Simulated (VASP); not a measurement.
# HfO2 (P4_2/nmc) in VASP: notebook

HfO2 is run at these levels: PBEsol, r2SCAN; tasks: vibrations by perturbation theory, dielectric tensor.

Everything below comes from runs of VASP 6.6.1. Logs are shortened: lines on timing, memory, paths and dates and some standing lists are left out, and cuts for length are marked.

### Step 1. The cell of the first run

The structure is tetragonal, space group P4_2/nmc (No. 137). The conventional cell has a = 3.567 Å, b = 3.567 Å, c = 5.166 Å, α = 90.00°, β = 90.00°, γ = 90.00°. Hf (site symmetry -4m2) has 8 O at 2.06 to 2.36 Å within 2.7 Å. Within 2.7 Å of O (site symmetry 2mm) lie 4 Hf at 2.06 to 2.36 Å and 6 O at 2.57 to 2.58 Å.

### Step 2. Vibrations by perturbation theory, PBEsol

Input file INCAR:

```
SYSTEM = HfO2
PREC = Accurate
ENCUT = 520
EDIFF = 1E-8
ISMEAR = 0
SIGMA = 0.01
LREAL = .False.
LASPH = .True.
NELM = 100
ALGO = Normal
ISIF = 2
LWAVE = .False.
LCHARG = .True.
GGA = PS
IBRION = 8
NSW = 1
LEPSILON = .True.
```

Input file KPOINTS:

```
regular mesh
0
Gamma
  6 6 4
  0 0 0
```

Input file POSCAR:

```
HfO2
1.0
    3.5670962752      0.0000000000      0.0000000000
    0.0000000000      3.5670962752      0.0000000000
    0.0000000000      0.0000000000      5.1660594455
Hf O
2 4
Direct
    0.0000000000      0.0000000000      0.0000000000
    0.5000000000      0.5000000000      0.5000000000
    0.0000000000      0.5000000000      0.2999008886
    0.0000000000      0.5000000000      0.7999008886
    0.5000000000      0.0000000000      0.7000991114
    0.5000000000      0.0000000000      0.2000991114
```

Potentials or basis: VASP PAW PBE potentials, release 64 (Hf_pv, O).

Launch:

```sh
$ cat potpaw_PBE.64/Hf_pv/POTCAR potpaw_PBE.64/O/POTCAR > POTCAR
$ mpirun -np 1 vasp_std > vasp.out
```

OUTCAR:

```text
SYSTEM = HfO2
   PREC = Accurate
   ENCUT = 520
   EDIFF = 1E-8
   ISMEAR = 0
   LREAL = .False.
   LASPH = .True.
   NELM = 100
   ISIF = 2
   GGA = PS
   IBRION = 8
   NSW = 1
   LEPSILON = .True.

 ion  position               nearest neighbor table
   1  0.000  0.000  0.000-   4 2.06   6 2.06   4 2.06   6 2.06   3 2.36   5 2.36   5 2.36   3 2.36
                             2 3.61   2 3.61   2 3.61   2 3.61   2 3.61   2 3.61   2 3.61   2 3.61
   2  0.500  0.500  0.500-   3 2.06   5 2.06   5 2.06   3 2.06   4 2.36   6 2.36   6 2.36   4 2.36
                             1 3.61   1 3.61   1 3.61   1 3.61   1 3.61   1 3.61   1 3.61   1 3.61
   3  0.000  0.500  0.300-   2 2.06   2 2.06   1 2.36   1 2.36
   4  0.000  0.500  0.800-   1 2.06   1 2.06   2 2.36   2 2.36
   5  0.500  0.000  0.700-   2 2.06   2 2.06   1 2.36   1 2.36
   6  0.500  0.000  0.200-   1 2.06   1 2.06   2 2.36   2 2.36

  LATTYP: Found a simple tetragonal cell.
 ALAT       =     3.5670962752
 C/A-ratio  =     1.4482534384

  Lattice vectors:

 A1 = (   3.5670962752,   0.0000000000,   0.0000000000)
 A2 = (   0.0000000000,   3.5670962752,   0.0000000000)
 A3 = (   0.0000000000,   0.0000000000,   5.1660594455)

Analysis of symmetry for initial positions (statically):
=====================================================================
 Subroutine PRICEL returns:
[... 1039 lines left out ...]
  2X     0.464221    0.000000    0.000000   -9.826681    0.000000    0.000000    9.237476    0.000000    0.000000   -2.191273    0.000000    0.000000    1.442836    0.000000    0.000000    0.873420    0.000000    0.000000
  2Y     0.000000    0.464221    0.000000    0.000000   -9.826681    0.000000    0.000000    1.442836    0.000000    0.000000    0.873420    0.000000    0.000000    9.237476    0.000000    0.000000   -2.191273    0.000000
  2Z     0.000000    0.000000   14.800049    0.000000    0.000000  -24.463951    0.000000    0.000000    6.338108    0.000000    0.000000   -1.506157    0.000000    0.000000    6.338108    0.000000    0.000000   -1.506157
  3X     0.868276    0.000000    0.000000    9.237202    0.000000    0.000000  -18.401549    0.000000    0.000000    0.847001    0.000000    0.000000    0.317333    0.000000    0.000000    7.131736    0.000000    0.000000
  3Y     0.000000   -2.189320    0.000000    0.000000    1.446041    0.000000    0.000000   -5.902287    0.000000    0.000000    0.840268    0.000000    0.000000    0.317257    0.000000    0.000000    5.488040    0.000000
  3Z     0.000000    0.000000   -1.499852    0.000000    0.000000    6.341781    0.000000    0.000000  -13.656714    0.000000    0.000000    8.658670    0.000000    0.000000    1.328387    0.000000    0.000000   -1.172272
  4X     1.446041    0.000000    0.000000   -2.189320    0.000000    0.000000    0.840268    0.000000    0.000000   -5.902287    0.000000    0.000000    5.488040    0.000000    0.000000    0.317257    0.000000    0.000000
  4Y     0.000000    9.237202    0.000000    0.000000    0.868276    0.000000    0.000000    0.847001    0.000000    0.000000  -18.401549    0.000000    0.000000    7.131736    0.000000    0.000000    0.317333    0.000000
  4Z     0.000000    0.000000    6.341781    0.000000    0.000000   -1.499852    0.000000    0.000000    8.658670    0.000000    0.000000  -13.656714    0.000000    0.000000   -1.172272    0.000000    0.000000    1.328387
  5X    -2.189320    0.000000    0.000000    1.446041    0.000000    0.000000    0.317257    0.000000    0.000000    5.488040    0.000000    0.000000   -5.902287    0.000000    0.000000    0.840268    0.000000    0.000000
  5Y     0.000000    0.868276    0.000000    0.000000    9.237202    0.000000    0.000000    0.317333    0.000000    0.000000    7.131736    0.000000    0.000000  -18.401549    0.000000    0.000000    0.847001    0.000000
  5Z     0.000000    0.000000   -1.499852    0.000000    0.000000    6.341781    0.000000    0.000000    1.328387    0.000000    0.000000   -1.172272    0.000000    0.000000  -13.656714    0.000000    0.000000    8.658670
  6X     9.237202    0.000000    0.000000    0.868276    0.000000    0.000000    7.131736    0.000000    0.000000    0.317333    0.000000    0.000000    0.847001    0.000000    0.000000  -18.401549    0.000000    0.000000
  6Y     0.000000    1.446041    0.000000    0.000000   -2.189320    0.000000    0.000000    5.488040    0.000000    0.000000    0.317257    0.000000    0.000000    0.840268    0.000000    0.000000   -5.902287    0.000000
  6Z     0.000000    0.000000    6.341781    0.000000    0.000000   -1.499852    0.000000    0.000000   -1.172272    0.000000    0.000000    1.328387    0.000000    0.000000    8.658670    0.000000    0.000000  -13.656714

 Eigenvectors and eigenvalues of the dynamical matrix
 ----------------------------------------------------

   1 f  =   19.857024 THz   124.765359 2PiTHz  662.359009 cm-1    82.122014 meV
             X         Y         Z           dx          dy          dz
      0.000000  0.000000  0.000000     0.071871   -0.005486   -0.000000
      1.783548  1.783548  2.583030    -0.071871    0.005486   -0.000000
      0.000000  1.783548  1.549306     0.700698   -0.002366   -0.000000
      0.000000  1.783548  4.132336    -0.030993    0.053490    0.000000
      1.783548  0.000000  3.616754     0.030993   -0.053490    0.000000
      1.783548  0.000000  1.033724    -0.700698    0.002366   -0.000000
[... 145 lines left out ...]
  18 f/i=    0.003456 THz     0.021712 2PiTHz    0.115266 cm-1     0.014291 meV
             X         Y         Z           dx          dy          dz
      0.000000  0.000000  0.000000     0.000000   -0.000000    0.651245
      1.783548  1.783548  2.583030     0.000000   -0.000000    0.651245
      0.000000  1.783548  1.549306     0.000000   -0.000000    0.194782
      0.000000  1.783548  4.132336     0.000000   -0.000000    0.194782
      1.783548  0.000000  3.616754     0.000000   -0.000000    0.194782
      1.783548  0.000000  1.033724     0.000000   -0.000000    0.194782

--------------------------------------------------------------------------------------------------------

 MACROSCOPIC STATIC DIELECTRIC TENSOR IONIC CONTRIBUTION
 ------------------------------------------------------
         117.952237     0.000000     0.000000
           0.000000   117.952237    -0.000000
           0.000000    -0.000000    13.288368
 ------------------------------------------------------

 ELASTIC MODULI CONTR FROM IONIC RELAXATION (kBar)
 Direction    XX          YY          ZZ          XY          YZ          ZX
 --------------------------------------------------------------------------------
 XX        -776.5078    295.6741   -591.2205      0.0000     -0.0000      0.0000
 YY         295.6741   -776.5078   -591.2205      0.0000      0.0000     -0.0000
 ZZ        -591.2205   -591.2205  -1453.8984      0.0000     -0.0000      0.0000
 XY           0.0000      0.0000      0.0000      0.0000      0.0000      0.0000
 YZ          -0.0000      0.0000     -0.0000      0.0000   -704.0047      0.0000
 ZX           0.0000     -0.0000      0.0000      0.0000      0.0000   -722.5958
 --------------------------------------------------------------------------------

 PIEZOELECTRIC TENSOR IONIC CONTR  for field in x, y, z        (C/m^2)
          XX          YY          ZZ          XY          YZ          ZX
  --------------------------------------------------------------------------------
  x    -0.00000    -0.00000    -0.00000     0.00000     0.00000     0.00000
  y    -0.00000     0.00000     0.00000     0.00000     0.00000    -0.00000
  z     0.00000    -0.00000    -0.00000     0.00000    -0.00000     0.00000
```

OSZICAR:

```text
N       E                     dE             d eps       ncg     rms          rms(c)
DAV:   1     0.266161078822E+03    0.26616E+03   -0.25703E+04  1560   0.169E+03
DAV:   2    -0.605213987771E+02   -0.32668E+03   -0.31996E+03  2056   0.402E+02
DAV:   3    -0.733692617269E+02   -0.12848E+02   -0.12827E+02  1812   0.774E+01
[... 241 lines left out ...]
RMM:   9    -0.375453845915E+00   -0.18485E-05   -0.17161E-07  4001   0.676E-04    0.118E-03
RMM:  10    -0.375457099741E+00   -0.32538E-05    0.29878E-07  4204   0.818E-04    0.672E-04
RMM:  11    -0.375457420411E+00   -0.32067E-06   -0.48104E-07  4127   0.301E-04    0.193E-04
RMM:  12    -0.375457315684E+00    0.10473E-06   -0.40810E-07  4347   0.139E-04    0.315E-05
RMM:  13    -0.375457275149E+00    0.40535E-07   -0.22146E-07  4316   0.391E-05    0.272E-05
RMM:  14    -0.375457278998E+00   -0.38493E-08   -0.41537E-08  4156   0.136E-05    0.145E-05
 Linear response finished
```

stdout:

```text
POSCAR found type information on POSCAR HfO
 POSCAR found :  2 types and       6 ions
 scaLAPACK will be used
 -----------------------------------------------------------------------------
|                                                                             |
|                                                                             |
[... 51 lines left out ...]
 first order change of Fermi-energy   0.33816E-04
 force on displaced ion       3 direction 2 :   0.000  -5.902  -0.003
 Born effective charge ion    3 direction 2 :   0.000  -2.103  -0.000
 Linear response progress:
 first order change of Fermi-energy  -0.84705E+01
 force on displaced ion       3 direction 3 :   0.000   0.000 -13.657
 Born effective charge ion    3 direction 3 :   0.000   0.000  -2.417
 Born effective charges drift removed
 Linear response finished
```

It took 19 min on 1 thread of Intel Xeon 8259CL, shared host; peak memory 0.51 GiB.

What came out:

- Electronic dielectric tensor (diagonal): 5.29, 5.29, 4.80
- Born charges (mean of the diagonal): Hf +5.28; O -2.64 e
- Highest phonon frequency at Γ, LO-TO splitting left out: 662 cm⁻¹

Phonon frequencies in cm⁻¹ (negative: imaginary):
```csv
q point,frequencies
"(0.000, 0.000, 0.000)",0 0 0 74 74 99 99 221 296 311 441 441 455 455 590 649 662 662
```

Electronic dielectric tensor:
```
5.29 0.00 0.00
0.00 5.29 0.00
0.00 0.00 4.80
```

Born effective charge tensors (e):
atom 1, Hf
```
5.51 0.00 0.00
0.00 5.51 0.00
0.00 0.00 4.83
```
atom 2, Hf
```
5.51 0.00 0.00
0.00 5.51 0.00
0.00 0.00 4.83
```
atom 3, O
```
-3.41  0.00  0.00
 0.00 -2.10  0.00
 0.00  0.00 -2.42
```
atom 4, O
```
-2.10  0.00  0.00
 0.00 -3.41  0.00
 0.00  0.00 -2.42
```
atom 5, O
```
-2.10  0.00  0.00
 0.00 -3.41  0.00
 0.00  0.00 -2.42
```
atom 6, O
```
-3.41  0.00  0.00
 0.00 -2.10  0.00
 0.00  0.00 -2.42
```

Caveat: the cell stands under pressure or tension, which shifts response properties; the PAW data sets were made with another functional, which shifts forces and pressure a little; spin-orbit coupling is left out, which moves the levels of the heavy elements.

### Step 3. Dielectric tensor, r2SCAN

This run uses another cell than the first one, of 11.09 Å³/atom.

Input file INCAR:

```
PREC = Accurate
ENCUT = 520
EDIFF = 1E-8
ISMEAR = 0
SIGMA = 0.01
LREAL = False
LASPH = True
NELM = 60
ALGO = Normal
ISIF = 2
LWAVE = False
LCHARG = False
METAGGA = R2SCAN
LMIXTAU = True
LCALCEPS = True
```

Input file KPOINTS:

```
regular mesh
0
Gamma
  6 6 4
```

Input file POSCAR:

```
HfO2
1.0
    3.5766927294      0.0000000000      0.0000000000
    0.0000000000      3.5766927294      0.0000000000
    0.0000000000      0.0000000000      5.2022238258
Hf O
2 4
Direct
    0.5000000000      0.5000000000      0.5000000000
    0.0000000000      0.0000000000      0.0000000000
    0.0000000000      0.5000000000      0.6962102144
    0.5000000000      0.0000000000      0.8037897856
    0.5000000000      0.0000000000      0.3037897856
    0.0000000000      0.5000000000      0.1962102144
```

Potentials or basis: VASP PAW PBE potentials, release 64 (Hf_pv, O).

Launch:

```sh
$ cat potpaw_PBE.64/Hf_pv/POTCAR potpaw_PBE.64/O/POTCAR > POTCAR
$ mpirun -np 1 vasp_std > vasp.out
```

OUTCAR:

```text
PREC = Accurate
   ENCUT = 520
   EDIFF = 1E-8
   ISMEAR = 0
   LREAL = False
   LASPH = True
   NELM = 60
   ISIF = 2
   METAGGA = R2SCAN

 ion  position               nearest neighbor table
   1  0.500  0.500  0.500-   3 2.06   5 2.06   5 2.06   3 2.06   4 2.39   4 2.39   6 2.39   6 2.39
                             2 3.63   2 3.63   2 3.63   2 3.63   2 3.63   2 3.63   2 3.63   2 3.63
   2  0.000  0.000  0.000-   4 2.06   6 2.06   6 2.06   4 2.06   3 2.39   5 2.39   3 2.39   5 2.39
                             1 3.63   1 3.63   1 3.63   1 3.63   1 3.63   1 3.63   1 3.63   1 3.63
   3  0.000  0.500  0.696-   1 2.06   1 2.06   2 2.39   2 2.39
   4  0.500  0.000  0.804-   2 2.06   2 2.06   1 2.39   1 2.39
   5  0.500  0.000  0.304-   1 2.06   1 2.06   2 2.39   2 2.39
[... 961 lines left out ...]
  Total       -1.5071605     -1.5071605     -1.4052963      0.0000000      0.0000000      0.0000000
  in kB      -36.2842201    -36.2842201    -33.8318843      0.0000000      0.0000000      0.0000000
  external PRESSURE =     -35.4667748 kB  Pullay stress =       0.0000000 kB

 VOLUME and BASIS-vectors are now :
 -----------------------------------------------------------------------------
  energy-cutoff  :      520.00
  volume of cell :       66.55
      direct lattice vectors                 reciprocal lattice vectors
     3.576692729  0.000000000  0.000000000     0.279587897  0.000000000  0.000000000
     0.000000000  3.576692729  0.000000000     0.000000000  0.279587897  0.000000000
     0.000000000  0.000000000  5.202223826     0.000000000  0.000000000  0.192225485

 POSITION                                       TOTAL-FORCE (eV/Angst)
 -----------------------------------------------------------------------------------
      1.78835      1.78835      2.60111        -0.000000      0.000000      0.000000
      0.00000      0.00000      0.00000        -0.000000      0.000000      0.000000
      0.00000      1.78835      3.62184        -0.000000      0.000000     -0.067952
      1.78835      0.00000      4.18149        -0.000000      0.000000      0.067952
      1.78835      0.00000      1.58038         0.000000      0.000000      0.067952
      0.00000      1.78835      1.02073        -0.000000     -0.000000     -0.067952
 -----------------------------------------------------------------------------------
    total drift:                                0.000000      0.000000      0.000000

  FREE ENERGIE OF THE ION-ELECTRON SYSTEM (eV)
  ---------------------------------------------------
  free  energy   TOTEN  =      -137.3489232453 eV

  energy  without entropy=     -137.3489232453  energy(sigma->0) =     -137.34892325
```

Run time: 2 h. Hardware: 1 thread of Oxide Virtual Turin-like, shared host; peak memory 0.42 GiB.

What came out:

```
Band gap on the k mesh                  : 5.24 eV (least direct gap 5.32 eV)
Electronic dielectric tensor (diagonal) : 4.84, 4.84, 4.39
Born charges (mean of the diagonal)     : Hf +5.24; O -2.62 e
```

Levels at points of the mesh, in eV from the valence-band top:
| k point | band 20 | band 21 | band 22 | band 23 | band 24 | band 25 |
| --- | --- | --- | --- | --- | --- | --- |
| (0.00, 0.00, 0.00) | -0.14 | -0.08 | -0.08 | 5.24 | 5.26 | 6.49 |
| (0.50, 0.00, 0.00) | -1.46 | -0.14 | -0.14 | 5.60 | 5.60 | 6.63 |
| (0.50, 0.50, 0.00) | -0.76 | -0.55 | -0.55 | 6.28 | 6.28 | 6.61 |
| (0.00, 0.00, 0.50) | -0.70 | 0.00 | 0.00 | 5.89 | 5.89 | 6.20 |
| (0.50, 0.00, 0.50) | -1.43 | -0.96 | -0.96 | 5.74 | 5.74 | 6.13 |
| (0.50, 0.50, 0.50) | -1.45 | -0.06 | -0.06 | 6.43 | 6.43 | 6.81 |

Electronic dielectric tensor:
```
4.84 0.00 0.00
0.00 4.84 0.00
0.00 0.00 4.39
```

Born effective charge tensors (e):
atom 1, Hf
```
5.48 0.00 0.00
0.00 5.48 0.00
0.00 0.00 4.77
```
atom 2, Hf
```
5.48 0.00 0.00
0.00 5.48 0.00
0.00 0.00 4.77
```
atom 3, O
```
-3.42  0.00  0.00
 0.00 -2.05  0.00
 0.00  0.00 -2.39
```
atom 4, O
```
-3.42  0.00  0.00
 0.00 -2.05  0.00
 0.00  0.00 -2.39
```
atom 5, O
```
-2.05  0.00  0.00
 0.00 -3.42  0.00
 0.00  0.00 -2.39
```
atom 6, O
```
-2.05  0.00  0.00
 0.00 -3.42  0.00
 0.00  0.00 -2.39
```

Dipole moments of the cell (e·Å, modulo the quantum): ionic -39.344, -39.344, -26.011; electronic 3.577, 3.577, 5.215

Caveat: the PAW data sets were made with another functional, which shifts forces and pressure a little; spin-orbit coupling is left out, which moves the levels of the heavy elements. A k mesh can miss the band edges.
